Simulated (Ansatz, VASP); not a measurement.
## AgRh in VASP and in Ansatz

```
Ag Rh
1.0
     2.83206    0.00000    0.00000
    -1.41603    2.45264    0.00000
     0.00000    0.00000    4.90291
Ag Rh
1 1
Direct
  0.00000 0.00000 0.50000
  0.66667 0.33333 0.00000
```

Change from the starting cell: volume scaled by 1.06.

Alike in both runs: task single point; functional BLYP; k mesh 11 × 11 × 6; occupations methfessel-paxton of order 1, width 0.1 eV; no spin polarisation.

|  | VASP | Ansatz |
| --- | --- | --- |
| version | VASP 6.6.1 | Ansatz 0.2.0 |
| potentials or method | VASP PAW PBE potentials, release 64 (Ag, Rh_pv), cutoff 520 eV | all-electron LAPW, scalar-relativistic |

|  | VASP | Ansatz | Ansatz less VASP |
| --- | --- | --- | --- |
| gap on the k mesh at the Fermi level (eV) | none | none | - |
| pressure (GPa) | -1.1 | -1.4 | -0.25 |
| traceless stress, the component that is largest in VASP (GPa) | 0.38 | 0.43 | +0.046 |

VASP's potentials were made for PBE, not for BLYP. A gap of «none» marks a metal or a gap that the smearing closes. Ansatz ran all-electron here, and VASP with PAW potentials.
